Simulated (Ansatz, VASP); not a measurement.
BaF2 in VASP and in Ansatz

```
Ba F
1.0
     0.00000    3.00150    3.00150
     3.00150    0.00000    3.00150
     3.00150    3.00150    0.00000
Ba F
1 2
Cartesian
  0.0000 0.0000 0.0000
  1.5008 1.5008 1.5008
  4.5023 4.5023 4.5023
```

Alike in both runs: task single point; functional r2SCAN; k mesh 6 × 6 × 6; occupations gaussian, width 0.02 eV; no spin polarisation.

|  | VASP | Ansatz |
| --- | --- | --- |
| version | VASP 6.6.1 | Ansatz 0.2.0 |
| potentials or method | VASP PAW PBE potentials, release 64 (Ba_sv, F_h), cutoff 1490 eV | scalar-relativistic, plane waves, PAW |
| valence electrons in the cell | 24 | 24 |

|  | VASP | Ansatz | Ansatz less VASP |
| --- | --- | --- | --- |
| gap on the k mesh at the Fermi level (eV) | 7.77 | 7.85 | +0.080 |
| least direct gap on the mesh (eV) | 7.88 | 7.99 | +0.103 |
| pressure (GPa) | 8.8 | 7.2 | -1.57 |

VASP's potentials were made for PBE, not for r2SCAN.

Spin-orbit coupling is off throughout.
